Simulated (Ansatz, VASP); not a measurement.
**Two plane-wave programs on HfC**

```
Hf C
1.0
     0.02325    2.33663    2.33663
     2.33663    0.02325    2.33663
     2.33663    2.33663    0.02325
Hf C
1 1
Direct
  0.50000 0.50000 0.50000
  0.00000 0.00000 0.00000
```

Change from the starting cell: equal xy, yz and zx shear strains of +1 %, PAW files.

Alike in both runs: task electric field gradients; functional PBE; k mesh 15 × 15 × 15; occupations fermi-dirac, width 0.05 eV; no spin polarisation.

|  | VASP | Ansatz |
| --- | --- | --- |
| version | VASP 6.6.1 | Ansatz 0.2.0 |
| potentials or method | VASP PAW PBE potentials, release 64 (Hf_pv, C) | PAW with Ansatz's default frozen-core files, scalar-relativistic |
| plane-wave cutoff (eV) | 520 | 420 |
| valence electrons in the cell | 14 | 30 |

Ansatz gave:

| Item | Value |
| --- | --- |
| pressure (GPa) | 0.2 |
| traceless stress, the component that is largest in VASP (GPa) | -1.70 |
| size of Vzz on the site where it differs most (V/Å²) | 3.2 |

Question: Which values does VASP return?

Answer: Pressure (GPa): -0.4; traceless stress, the component that is largest in VASP (GPa): -1.70; size of Vzz on the site where it differs most (V/Å²): 2.2.

VASP's potentials hold 14 valence electrons a cell and Ansatz's 30, so a difference there can come from the potentials and not from the codes.

Neither program's run includes spin-orbit coupling.
